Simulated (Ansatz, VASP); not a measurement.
## Two plane-wave programs on Ge

```
CELL_PARAMETERS angstrom
4.02269 0.00000 0.00000
-2.01134 3.48375 0.00000
0.00000 0.00000 18.86852
ATOMIC_POSITIONS crystal
Ge 0.33333 0.66667 0.27476
Ge 0.66667 0.33333 0.23849
Ge 0.22222 0.11111 0.51507
Ge 0.55556 0.77778 0.47880
```

Alike in both runs: task single point; functional PBE; dispersion D3(BJ); k mesh 9 × 9 × 1; occupations gaussian, width 0.1 eV; no spin polarisation.

```csv
,VASP,Ansatz
version,VASP 6.6.1,Ansatz 0.2.0
potentials or method,"VASP PAW PBE potentials, release 64 (Ge_d), cutoff 520 eV","scalar-relativistic, plane waves, PAW"
valence electrons in the cell,56,56
```

|  | VASP | Ansatz | Ansatz less VASP |
| --- | --- | --- | --- |
| gap on the k mesh at the Fermi level (eV) | 0.13 | 0.13 | 0.000 |
| least direct gap on the mesh (eV) | 0.13 | 0.13 | 0.000 |
| rms of the force components (eV/Å) | 0.097 | 0.098 | +0.0003 |

Atom by atom the forces differ by 0.001 eV/Å (rms over components).
